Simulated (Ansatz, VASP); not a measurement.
One calculation of RbBr, two programs

File INCAR:

```
ALGO     = Normal         # electronic algorithm
EDIFF    = 1E-7           # SCF threshold, eV
ENCUT    = 520            # plane-wave cutoff, eV
GGA      = CA             # functional
ISIF     = 2              # what is computed and relaxed
ISMEAR   = 0              # smearing method
LASPH    = True           # aspherical terms in the spheres
LCHARG   = False          # write CHGCAR
LREAL    = False          # projectors in reciprocal space
LWAVE    = False          # write WAVECAR
NBANDS   = 15             # bands
NELM     = 100            # most SCF steps
PREC     = Accurate       # precision mode
SIGMA    = 0.05           # smearing width, eV
```

File KPOINTS:

```
k-points
0
Gamma
  6 6 6
```

POSCAR

```
RbBr
1.0
    0.0000000000      3.4275000000      3.4275000000
    3.4275000000      0.0000000000      3.4275000000
    3.4275000000      3.4275000000      0.0000000000
Rb Br
1 1
Direct
   -0.0875273523     -0.0875273523     -0.0362550164
    0.5000000000      0.5000000000      0.5000000000
```

Input for Ansatz:

```yaml
crystal:
  lattice:
    - [0.0, 3.4275, 3.4275]
    - [3.4275, 0.0, 3.4275]
    - [3.4275, 3.4275, 0.0]
  atoms:
    - { symbol: Rb, position: [-0.0875273523, -0.0875273523, -0.0362550164] }
    - { symbol: Br, position: [0.5, 0.5, 0.5] }
basis:
  ecutwfc: 420
kpoints:
  mp_grid: { grid: [6, 6, 6] }
hamiltonian:
  xc: lda
scf:
  occupations: { method: gaussian, width: 0.05 }
output:
  forces: true
  stress: true
  eigenvalues: true
```

Alike in both runs: task single point; functional LDA; k mesh 6 × 6 × 6; occupations gaussian, width 0.05 eV; no spin polarisation.

```csv
,VASP,Ansatz
version,VASP 6.6.1,Ansatz 0.2.0
potentials or method,"VASP PAW LDA potentials, release 64 (Rb_sv, Br), cutoff 520 eV","scalar-relativistic, plane waves, PAW"
valence electrons in the cell,16,16
```

Ansatz gave:

* gap on the k mesh at the Fermi level (eV): 4.03
* least direct gap on the mesh (eV): 4.06
* pressure (GPa): 2.0
* traceless stress, the component that is largest in VASP (GPa): 2.36
* rms of the force components (eV/Å): 0.592

**Question.** Which values does VASP return?

**Answer.** gap on the k mesh at the Fermi level (eV): 4.04; least direct gap on the mesh (eV): 4.06; pressure (GPa): 2.1; traceless stress, the component that is largest in VASP (GPa): 2.40; rms of the force components (eV/Å): 0.604.

LDA's correlation is that of Perdew and Zunger in VASP and of Perdew and Wang (1992) in Ansatz. Atom by atom the forces differ by 0.011 eV/Å (rms over components).
